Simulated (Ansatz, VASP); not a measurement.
One calculation of Na2S, two programs

```
Na S
1.0
     0.00000    3.21983    3.21983
     3.21983    0.00000    3.21983
     3.21983    3.21983    0.00000
Na S
2 1
Direct
  0.25000 0.25000 0.25000
  0.75000 0.75000 0.75000
  0.00000 0.00000 0.00000
```

Alike in both runs: functional PBE; dispersion D3(BJ); k mesh 6 × 6 × 6; occupations gaussian, width 0.02 eV; no spin polarisation.

Ansatz relaxed the structure, and its values are those at the end. VASP's run is a single point on that final structure, the one shown.

|  | VASP | Ansatz |
| --- | --- | --- |
| version | VASP 6.6.1 | Ansatz 0.2.0 |
| potentials or method | VASP PAW PBE potentials, release 64 (Na_pv, S), cutoff 500 eV | scalar-relativistic, plane waves, PAW |
| valence electrons in the cell | 20 | 24 |

|  | VASP | Ansatz | Ansatz less VASP |
| --- | --- | --- | --- |
| gap on the k mesh at the Fermi level (eV) | 2.64 | 2.65 | +0.002 |
| least direct gap on the mesh (eV) | 2.64 | 2.65 | +0.002 |
| pressure (GPa) | 0.0 | 0.0 | -0.02 |

VASP's potentials hold 20 valence electrons a cell and Ansatz's 24, so a difference there can come from the potentials and not from the codes.
